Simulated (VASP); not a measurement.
A run of VASP 6.6.1:

File INCAR:

```
PREC = Accurate
ENCUT = 520
EDIFF = 1E-7
ISMEAR = 0
SIGMA = 0.05
LREAL = False
LASPH = True
NELM = 100
ALGO = Normal
ISIF = 2
LWAVE = False
LCHARG = False
LDIPOL = True
IDIPOL = 3
DIPOL = 0.5 0.5 0.383
GGA = PE
IVDW = 12
ISYM = 0
NBANDS = 35
```

Contents of KPOINTS:

```
Automatic mesh
0
Gamma
  9 9 1
  0.5 0.5 0
```

File POSCAR:

```
WS2
1.0
    3.1595457497      0.0000000000      0.0000000000
   -1.5797728749      2.7362468836      0.0000000000
    0.0000000000      0.0000000000     23.8042575719
S W
4 2
Direct
    0.3333333333      0.6666666667      0.1890418126
    0.3333333333      0.6666666667      0.3214605103
    0.3333333333      0.6666666667      0.4449678279
    0.3333333333      0.6666666667      0.5773865255
    0.6666666667      0.3333333333      0.2552511581
    0.0000000000      1.0000000000      0.5111771733
```

Potentials or basis: VASP PAW PBE potentials, release 64 (S, W_sv).

Launch:

```bash
$ cat potpaw_PBE.64/S/POTCAR potpaw_PBE.64/W_sv/POTCAR > POTCAR
$ mpirun -np 1 vasp_std > vasp.out
```

Hardware: 1 thread of Intel(R) Xeon(R) Platinum 8375C CPU @ 2.90GHz (Ice Lake) (shared host).

Q: Estimate the wall time of this run.

A: Run time: 15 min on 1 thread of Intel(R) Xeon(R) Platinum 8375C CPU @ 2.90GHz (Ice Lake) (shared host), peak memory 0.81 GiB. Counts: scf iterations 26, k points 123.
